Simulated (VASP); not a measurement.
# C (Fd-3m) in VASP: a series of runs

C is run at these levels: PBE; tasks: relaxation of cell and atoms, single point.

Program: VASP 6.6.1. These are calculated values, not measurements. Logs are shortened: lines on timing, memory, paths and dates and some standing lists are left out, and cuts for length are marked.

### 1 The cell of the first run

Symmetry: Fd-3m, No. 227, cubic system. The conventional cell has a = 3.567 Å, b = 3.567 Å, c = 3.567 Å, α = 90.00°, β = 90.00°, γ = 90.00°. Within 2.1 Å of C (site symmetry -43m) lie 4 C at 1.54 Å.

### 2 Relaxation of cell and atoms, PBE

The input, INCAR:

```
ALGO     = Normal         # electronic algorithm
EDIFF    = 1E-6           # SCF threshold, eV
EDIFFG   = -0.005         # ionic threshold
ENCUT    = 600            # plane-wave cutoff, eV
GGA      = PE             # functional
IBRION   = 2              # ionic algorithm
ISIF     = 3              # what is computed and relaxed
ISMEAR   = 0              # smearing method
LASPH    = True           # aspherical terms in the spheres
LCHARG   = False          # write CHGCAR
LREAL    = False          # projectors in reciprocal space
LWAVE    = False          # write WAVECAR
NELM     = 80             # most SCF steps
NSW      = 100            # ionic steps
PREC     = Accurate       # precision mode
SIGMA    = 0.02           # smearing width, eV
```

The input, KPOINTS:

```
k-points
0
Gamma
  12 12 12
```

The input, POSCAR:

```
C
1.0
    0.0000000000      1.7833700000      1.7833700000
    1.7833700000      0.0000000000      1.7833700000
    1.7833700000      1.7833700000      0.0000000000
C
2
Direct
    0.0000000000      0.0000000000      0.0000000000
    0.2500000000      0.2500000000      0.2500000000
```

Potentials or basis: VASP PAW PBE potentials, release 64 (C).

Run with:

```sh
cat potpaw_PBE.64/C/POTCAR > POTCAR
mpirun -np 1 vasp_std > vasp.out
```

OUTCAR:

```text
EDIFF = 1E-6
   EDIFFG = -0.005
   ENCUT = 600
   GGA = PE
   IBRION = 2
   ISIF = 3
   ISMEAR = 0
   LASPH = True
   LREAL = False
   NELM = 80
   NSW = 100
   PREC = Accurate

 ion  position               nearest neighbor table
   1  0.000  0.000  0.000-   2 1.54   2 1.54   2 1.54   2 1.54
   2  0.250  0.250  0.250-   1 1.54   1 1.54   1 1.54   1 1.54

  LATTYP: Found a face centered cubic cell.
 ALAT       =     3.5667400000

  Lattice vectors:

 A1 = (   0.0000000000,   1.7833700000,   1.7833700000)
 A2 = (   1.7833700000,   0.0000000000,   1.7833700000)
 A3 = (   1.7833700000,   1.7833700000,   0.0000000000)

Analysis of symmetry for initial positions (statically):
=====================================================================
 Subroutine PRICEL returns:
 Original cell was already a primitive cell.

 Routine SETGRP: Setting up the symmetry group for a
 face centered cubic supercell.

 Subroutine GETGRP returns: Found 48 space group operations
 (whereof 24 operations were pure point group operations)
 out of a pool of 48 trial point group operations.

The static configuration has the point symmetry T_d .
 The point group associated with its full space group is O_h .

Analysis of symmetry for dynamics (positions and initial velocities):
=====================================================================
 Subroutine PRICEL returns:
 Original cell was already a primitive cell.

 Routine SETGRP: Setting up the symmetry group for a
 face centered cubic supercell.

 Subroutine GETGRP returns: Found 48 space group operations
 (whereof 24 operations were pure point group operations)
 out of a pool of 48 trial point group operations.

The dynamic configuration has the point symmetry T_d .
 The point group associated with its full space group is O_h .

 Subroutine INISYM returns: Found 48 space group operations
 (whereof 24 operations are pure point group operations),
 and found     1 'primitive' translations

----------------------------------------------------------------------------------------

                                     Primitive cell

  volume of cell :      11.3437

  direct lattice vectors                    reciprocal lattice vectors
     0.000000000  1.783370000  1.783370000    -0.280368067  0.280368067  0.280368067
     1.783370000  0.000000000  1.783370000     0.280368067 -0.280368067  0.280368067
     1.783370000  1.783370000  0.000000000     0.280368067  0.280368067 -0.280368067

  length of vectors
     2.522066041  2.522066041  2.522066041     0.485611737  0.485611737  0.485611737

  position of ions in fractional coordinates (direct lattice)
     0.000000000  0.000000000  0.000000000
     0.250000000  0.250000000  0.250000000

  ion indices of the primitive-cell ions
   primitive index   ion index
                 1           1
                 2           2

----------------------------------------------------------------------------------------

 KPOINTS: k-points

Automatic generation of k-mesh.
 Grid dimensions read from file:
 generate k-points for:   12   12   12

 Generating k-lattice:

  Cartesian coordinates                     Fractional coordinates (reciprocal lattice)
    -0.023364006  0.023364006  0.023364006     0.083333333  0.000000000  0.000000000
     0.023364006 -0.023364006  0.023364006     0.000000000  0.083333333  0.000000000
     0.023364006  0.023364006 -0.023364006     0.000000000  0.000000000  0.083333333

  Length of vectors
     0.040467645  0.040467645  0.040467645

  Shift w.r.t. Gamma in fractional coordinates (k-lattice)
     0.000000000  0.000000000  0.000000000

 Subroutine IBZKPT returns following result:
 ===========================================

 Found     72 irreducible k-points:

 Following reciprocal coordinates:
            Coordinates               Weight
  0.000000  0.000000  0.000000      1.000000
  0.083333  0.000000  0.000000      8.000000
  0.166667  0.000000  0.000000      8.000000
  0.250000  0.000000  0.000000      8.000000
  0.333333  0.000000  0.000000      8.000000
  0.416667  0.000000  0.000000      8.000000
[... 16 lines left out ...]
  0.500000  0.166667  0.000000     24.000000
 -0.416667  0.166667  0.000000     24.000000
 [... further k-points ...]
   k-points           NKPTS =     72   k-points in BZ     NKDIM =     72   number of bands    NBANDS=      8
   number of dos      NEDOS =    301   number of ions     NIONS =      2
   total plane-waves  NPLWV =   8000
   dimension x,y,z NGX =    20 NGY =   20 NGZ =   20
   dimension x,y,z NGXF=    40 NGYF=   40 NGZF=   40
   ions per type =               2
   NGX,Y,Z   is equivalent  to a cutoff of  13.18, 13.18, 13.18 a.u.
   NGXF,Y,Z  is equivalent  to a cutoff of  26.37, 26.37, 26.37 a.u.
 SYSTEM =  unknown system
   PREC   = accura    normal or accurate (medium, high low for compatibility)
   ISTART =      0    job   : 0-new  1-cont  2-samecut
   ICHARG =      2    charge: 1-file 2-atom 10-const
   ISPIN  =      1    spin polarized calculation?
   LNONCOLLINEAR =      F non collinear calculations
   LSORBIT =      F    spin-orbit coupling
   LASPH  =      T    aspherical Exc in radial PAW
   ENCUT  =  600.0 eV  44.10 Ry    6.64 a.u.   5.04  5.04  5.04*2*pi/ulx,y,z
   NELM   =     80;   NELMIN=  2; NELMDL= -5     # of ELM steps
   EDIFF  = 0.1E-05   stopping-criterion for ELM
   LREAL  =      F    real-space projection
   EDIFFG = -.5E-02   stopping-criterion for IOM
   NSW    =    100    number of steps for IOM
   IBRION =      2    ionic relax: 0-MD 1-quasi-New 2-CG
   NFREE  =      1    steps in history (QN), initial steepest desc. (CG)
   ISIF   =      3    stress and relaxation
   ISYM   =      2    0-nonsym 1-usesym 2-fastsym
   POTIM  = 0.5000    time-step for ionic-motion
   TEBEG  =    0.0;   TEEND  =   0.0 temperature during run
   PSTRESS=    0.0 pullay stress
   NELECT =       8.0000    total number of electrons
   NUPDOWN=      -1.0000    fix difference up-down
   EMIN   =  10.00;   EMAX   =-10.00  energy-range for DOS
   EFERMI =   0.00;   METHOD = LEGACY
   ISMEAR =     0;   SIGMA  =   0.02  broadening in eV -4-tet -1-fermi 0-gaus
   EFERMI_NEDOS =   21; number of points for ismear=-14 and -15
   IALGO  =     38    algorithm
   IMIX   =      4    mixing-type and parameters
     AMIX     =   0.40;   BMIX     =  1.00
     AMIX_MAG =   1.60;   BMIX_MAG =  1.00
  volume/ion in A,a.u.               =       5.67        38.28
  Fermi-wavevector in a.u.,A,eV,Ry     =   1.457203  2.753714 28.891161  2.123440
  Thomas-Fermi vector in A             =   2.574032
   LORBIT       =      0    0 simple, 1 ext, 2 COOP (PROOUT), +10 PAW based schemes
   GGA     = PE    functional components
   LHFCALC =     F    Hartree Fock is set to
   AEXX    =    0.0000 exact exchange contribution
   IVDW    =     0    specifies the selected vdW correction
   LEPSILON=     F    determine dielectric tensor
   LRPA    =     F    only Hartree local field effects (RPA)
 conjugate gradient relaxation of ions
 non-spin polarized calculation
 Gauss-broadening in eV      SIGMA  =   0.02
  energy-cutoff  :      600.00
  volume of cell :       11.34
 maximum number of plane-waves:       388
   NGX =  9   NGY =  9   NGZ =  9

--------------------------------------- Ionic step        1  -------------------------------------------

 number of electron       7.9999999 magnetization

 Free energy of the ion-electron system (eV)
  ---------------------------------------------------
  ext. energy  EPLUGINS =         0.00000000
  ---------------------------------------------------
  free energy    TOTEN  =       -18.19009002 eV

  energy without entropy =      -18.19009002  energy(sigma->0) =      -18.19009002

------------------------ aborting loop because EDIFF is reached ----------------------------------------

  FORCE on cell =-STRESS in cart. coord.  units (eV):
  Direction    XX          YY          ZZ          XY          YZ          ZX
  --------------------------------------------------------------------------------------
  -------------------------------------------------------------------------------------
  Total        0.1258829      0.1258829      0.1258829      0.0000000      0.0000000      0.0000000
  in kB       17.7796403     17.7796403     17.7796403      0.0000000      0.0000000      0.0000000
  external PRESSURE =      17.7796403 kB  Pullay stress =       0.0000000 kB

 VOLUME and BASIS-vectors are now :
 -----------------------------------------------------------------------------
  energy-cutoff  :      600.00
  volume of cell :       11.34
      direct lattice vectors                 reciprocal lattice vectors
     0.000000000  1.783370000  1.783370000    -0.280368067  0.280368067  0.280368067
     1.783370000  0.000000000  1.783370000     0.280368067 -0.280368067  0.280368067
     1.783370000  1.783370000  0.000000000     0.280368067  0.280368067 -0.280368067
[... 37 lines left out ...]
 POSITION                                       TOTAL-FORCE (eV/Angst)
 -----------------------------------------------------------------------------------
      3.57757      1.78879      1.78879         0.000000      0.000000      0.000000
      0.89439      0.89439      0.89439        -0.000000     -0.000000     -0.000000
 -----------------------------------------------------------------------------------
    total drift:                                0.000000      0.000000      0.000000

  FREE ENERGIE OF THE ION-ELECTRON SYSTEM (eV)
  ---------------------------------------------------
  free  energy   TOTEN  =       -18.1899574984 eV

  energy  without entropy=      -18.1899574984  energy(sigma->0) =      -18.18995750

--------------------------------------- Ionic step        3  -------------------------------------------

 number of electron       7.9999999 magnetization

 Free energy of the ion-electron system (eV)
  ---------------------------------------------------
  ext. energy  EPLUGINS =         0.00000000
  ---------------------------------------------------
  free energy    TOTEN  =       -18.19034449 eV

  energy without entropy =      -18.19034449  energy(sigma->0) =      -18.19034449

 E-fermi :   9.8525     XC(G=0): -13.2301

 val. band max:        9.6694071470   @ k =   0.0000   0.0000   0.0000
 cond. band min:      13.8136639095   @ k =   0.3333   0.3333   0.0000
 fundamental gap:      4.1442567625
 Fermi energy:         9.8524997320

 k-point     1 :       0.0000    0.0000    0.0000
  band No.  band energies     occupation
      1     -11.7521      2.00000
      2       9.6694      2.00000
      3       9.6694      2.00000
      4       9.6694      2.00000
      5      15.2484      0.00000
      6      15.2484      0.00000
      7      15.2484      0.00000
      8      22.9072      0.00000

 k-point     2 :       0.0833    0.0000    0.0000
  band No.  band energies     occupation
      1     -11.5605      2.00000
      2       8.4473      2.00000
      3       9.3483      2.00000
      4       9.3483      2.00000
      5      15.6692      0.00000
      6      15.6692      0.00000
      7      15.9580      0.00000
      8      23.0748      0.00000
[... 221 lines left out ...]
 k-point    23 :       0.5000    0.1667    0.0000
  band No.  band energies     occupation
      1      -6.0194      2.00000
      2      -2.3064      2.00000
      3       4.6969      2.00000
      4       5.7192      2.00000
      5      16.7524      0.00000
      6      20.3610      0.00000
      7      20.8432      0.00000
      8      23.9141      0.00000

 k-point    24 :      -0.4167    0.1667    0.0000
  band No.  band energies     occupation
      1      -5.5930      2.00000
      2      -2.8188      2.00000
      3       4.2125      2.00000
      4       6.0958      2.00000
      5      17.1883      0.00000
      6      19.8729      0.00000
      7      20.8212      0.00000
      8      25.0585      0.00000

 [... further k-points ...]
[... 5 lines left out ...]
  --------------------------------------------------------------------------------------
  -------------------------------------------------------------------------------------
  Total       -0.0000068     -0.0000068     -0.0000068      0.0000000      0.0000000      0.0000000
  in kB       -0.0009556     -0.0009556     -0.0009556      0.0000000      0.0000000      0.0000000
  external PRESSURE =      -0.0009556 kB  Pullay stress =       0.0000000 kB

 VOLUME and BASIS-vectors are now :
 -----------------------------------------------------------------------------
  energy-cutoff  :      600.00
  volume of cell :       11.39
      direct lattice vectors                 reciprocal lattice vectors
    -0.000000000  1.785803131  1.785803131    -0.279986070  0.279986070  0.279986070
     1.785803131  0.000000000  1.785803131     0.279986070 -0.279986070  0.279986070
     1.785803131  1.785803131  0.000000000     0.279986070  0.279986070 -0.279986070

 POSITION                                       TOTAL-FORCE (eV/Angst)
 -----------------------------------------------------------------------------------
     -0.00000      0.00000      0.00000        -0.000000      0.000000     -0.000000
      0.89290      0.89290      0.89290         0.000000     -0.000000      0.000000
 -----------------------------------------------------------------------------------
    total drift:                                0.000000      0.000000      0.000000

  FREE ENERGIE OF THE ION-ELECTRON SYSTEM (eV)
  ---------------------------------------------------
  free  energy   TOTEN  =       -18.1903444857 eV

  energy  without entropy=      -18.1903444857  energy(sigma->0) =      -18.19034449

 reached required accuracy - stopping structural energy minimisation
```

It took 5 s on 1 thread of Intel Xeon 6975P-C (Granite Rapids), shared host; peak memory 0.11 GiB.

What came out:

| Item | Value |
| --- | --- |
| Free energy | -18.1903 eV |
| Relaxed volume | 5.70 Å³/atom |
| Relaxed cell | a = 2.526 Å, b = 2.526 Å, c = 2.526 Å, α = 60.00°, β = 60.00°, γ = 60.00° |
| Space group after relaxing (to 0.05 Å) | Fd-3m (No. 227) |
| Energy gained by relaxing | 0.1 meV/atom |
| Ionic steps | 3 |
| Pressure after relaxing | 0.0 GPa |
| Band gap on the k mesh | 4.14 eV, indirect (least direct gap 5.58 eV) |

Step by step:
| step | energy change (eV) | largest force (eV/Å) | pressure (GPa) | volume (Å³) |
| --- | --- | --- | --- | --- |
| 1 | 0.0000 | 0.0000 | 1.78 | 11.34 |
| 2 | 0.0001 | 0.0000 | -2.16 | 11.45 |
| 3 | -0.0003 | 0.0000 | 0.00 | 11.39 |

Final structure:
```cif
data_structure
_symmetry_space_group_name_H-M 'P 1'
_symmetry_Int_Tables_number 1
_cell_length_a 2.5255
_cell_length_b 2.5255
_cell_length_c 2.5255
_cell_angle_alpha 60.000
_cell_angle_beta 60.000
_cell_angle_gamma 60.000
_cell_volume 11.39
loop_
_atom_site_label
_atom_site_type_symbol
_atom_site_fract_x
_atom_site_fract_y
_atom_site_fract_z
_atom_site_occupancy
C1 C 0.00000 0.00000 0.00000 1
C2 C 0.25000 0.25000 0.25000 1
```

A k mesh can miss the band edges. Zero-point motion and thermal expansion aren't in these numbers.

### 3 Single point, PBE

This run uses another cell than the first one: it holds 54 atoms, not 2.

The input, INCAR:

```
SYSTEM = C
  ALGO = Normal
  EDIFF = 1E-7
  ENCUT = 520
  GGA = PE
  ISIF = 2
  ISMEAR = 0
  LASPH = .TRUE.
  LCHARG = .FALSE.
  LREAL = Auto
  LWAVE = .FALSE.
  NBANDS = 141
  NELM = 80
  PREC = Accurate
  SIGMA = 0.01
```

The input, KPOINTS:

```
k-points
0
G
  2 2 2
  0 0 0
```

The input, POSCAR:

```
C
1.0
   -5.3572106033     -5.3572106033      0.0000000000
   -5.3572106033      0.0000000000     -5.3572106033
    0.0000000000     -5.3572106033     -5.3572106033
C
54
Direct
    0.3333333333      0.6666666667      0.6666666667
    0.0000000000      0.6666666667      0.6666666667
    0.6666666667      0.6666666667      0.6666666667
    0.3333333333      0.3333333333      0.6666666667
    0.0000000000      0.3333333333      0.6666666667
    0.6666666667      0.3333333333      0.6666666667
    0.3333333333      1.0000000000      0.6666666667
    0.0000000000      1.0000000000      0.6666666667
    0.6666666667      1.0000000000      0.6666666667
    0.3333333333      0.6666666667      0.3333333333
    0.0000000000      0.6666666667      0.3333333333
    0.6666666667      0.6666666667      0.3333333333
    0.3333333333      0.3333333333      0.3333333333
    0.0000000000      0.3333333333      0.3333333333
    0.6666666667      0.3333333333      0.3333333333
    0.3333333333      1.0000000000      0.3333333333
    0.0000000000      1.0000000000      0.3333333333
    0.6666666667      1.0000000000      0.3333333333
    0.3333333333      0.6666666667      1.0000000000
    0.0000000000      0.6666666667      1.0000000000
    0.6666666667      0.6666666667      1.0000000000
    0.3333333333      0.3333333333      1.0000000000
    0.0000000000      0.3333333333      1.0000000000
    0.6666666667      0.3333333333      1.0000000000
    0.3333333333      1.0000000000      1.0000000000
    0.0000000000      1.0000000000      1.0000000000
    0.6666666667      1.0000000000      1.0000000000
    0.5833333333      0.5833333333      0.5833333333
    0.2500000000      0.5833333333      0.5833333333
    0.9166666667      0.5833333333      0.5833333333
    0.5833333333      0.2500000000      0.5833333333
    0.2500000000      0.2500000000      0.5833333333
    0.9166666667      0.2500000000      0.5833333333
    0.5833333333      0.9166666667      0.5833333333
    0.2500000000      0.9166666667      0.5833333333
    0.9166666667      0.9166666667      0.5833333333
    0.5833333333      0.5833333333      0.2500000000
    0.2500000000      0.5833333333      0.2500000000
    0.9166666667      0.5833333333      0.2500000000
    0.5833333333      0.2500000000      0.2500000000
    0.2500000000      0.2500000000      0.2500000000
    0.9166666667      0.2500000000      0.2500000000
    0.5833333333      0.9166666667      0.2500000000
    0.2500000000      0.9166666667      0.2500000000
    0.9166666667      0.9166666667      0.2500000000
    0.5833333333      0.5833333333      0.9166666667
    0.2500000000      0.5833333333      0.9166666667
    0.9166666667      0.5833333333      0.9166666667
    0.5833333333      0.2500000000      0.9166666667
    0.2500000000      0.2500000000      0.9166666667
    0.9166666667      0.2500000000      0.9166666667
    0.5833333333      0.9166666667      0.9166666667
    0.2500000000      0.9166666667      0.9166666667
    0.9166666667      0.9166666667      0.9166666667
```

Potentials or basis: VASP PAW PBE potentials, release 64 (C).

Run with:

```sh
cat potpaw_PBE.64/C/POTCAR > POTCAR
mpirun -np 1 vasp_std > vasp.out
```

Run time: 2.7 min. Hardware: 1 thread of Intel Xeon Platinum 8488C (Sapphire Rapids), shared host; peak memory 0.41 GiB.

It converged, with:

```yaml
Free_energy: -490.7831 eV
Pressure: 0.8 GPa
Band_gap_on_the_k_mesh: 4.14 eV
```

Levels at points of the mesh, in eV from the valence-band top:
| k point | band 105 | band 106 | band 107 | band 108 | band 109 | band 110 | band 111 | band 112 |
| --- | --- | --- | --- | --- | --- | --- | --- | --- |
| (0.00, 0.00, 0.00) | -2.31 | 0.00 | 0.00 | 0.00 | 4.14 | 4.14 | 4.14 | 4.14 |
| (0.50, 0.00, 0.00) | -1.02 | -1.02 | -1.02 | -1.02 | 5.25 | 5.25 | 5.25 | 5.25 |
| (0.50, 0.50, 0.00) | -1.37 | -1.37 | -1.37 | -1.37 | 4.75 | 4.75 | 4.92 | 4.92 |

Caveat: the k points lie up to 0.51 Å⁻¹ apart.
